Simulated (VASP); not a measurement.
HgTe (Coloradoite): single point with PBEsol

The system is HgTe (Coloradoite).

```
Hg Te
1.0
     0.00000    3.25504    3.25504
     3.25504    0.00000    3.25504
     3.25504    3.25504    0.00000
Hg Te
1 1
Direct
  0.00000 0.00000 0.00000
  0.25000 0.25000 0.25000
```

- Program: VASP 6.6.1
- Task: single point
- Functional: PBEsol
- Potentials or basis: VASP PAW PBE potentials, release 64 (Hg, Te)
- Cutoff: 520 eV
- k mesh: 9 × 9 × 9
- Occupations: fermi-dirac, width 0.1 eV
- Spin: no spin polarisation
- Dipole correction: no
- Further INCAR settings: ALGO = Normal; EDIFF = 1e-06; NBANDS = 16

| Property | Result |
| --- | --- |
| Pressure | 0.1 GPa |
| Band gap on the k mesh | zero (filled and empty bands touch) |

Levels at points of the mesh, in eV from the Fermi level:
| k point | band 6 | band 7 | band 8 | band 9 | band 10 | band 11 | band 12 | band 13 |
| --- | --- | --- | --- | --- | --- | --- | --- | --- |
| (0.00, 0.00, 0.00) | -6.90 | -1.04 | -0.19 | -0.19 | -0.19 | 4.03 | 4.03 | 4.03 |

Wall time 14 s on 1 thread of Intel(R) Xeon(R) 6975P-C (Granite Rapids) (shared host), peak memory 0.22 GiB.

Caveat: the PAW data sets were made with another functional, which shifts forces and pressure a little; spin-orbit coupling is left out, which moves the levels of the heavy elements.
